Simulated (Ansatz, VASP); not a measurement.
## Pd: VASP beside Ansatz

```
Pd
1.0
     0.00000    1.99255    1.99255
     1.99255    0.00000    1.99255
     1.99255    1.99255    0.00000
Pd
1
Direct
  0.00000 0.00000 0.00000
```

Alike in both runs: task single point; functional RPBE; k mesh 22 × 22 × 22; occupations fermi-dirac, width 0.1 eV; no spin polarisation.

|  | VASP | Ansatz |
| --- | --- | --- |
| version | VASP 6.6.1 | Ansatz 0.2.0 |
| potentials or method | VASP PAW PBE potentials, release 64 (Pd), cutoff 520 eV | plane waves (420 eV) with PAW, scalar-relativistic |
| valence electrons in the cell | 10 | 18 |

```csv
,VASP,Ansatz,Ansatz less VASP
pressure (GPa),-0.4,-0.2,+0.21
```

VASP's potentials were made for PBE, not for RPBE. With one functional, cell and mesh, what is left measures potentials, basis and numerics. VASP's potentials hold 10 valence electrons a cell and Ansatz's 18, so a difference there can come from the potentials and not from the codes.
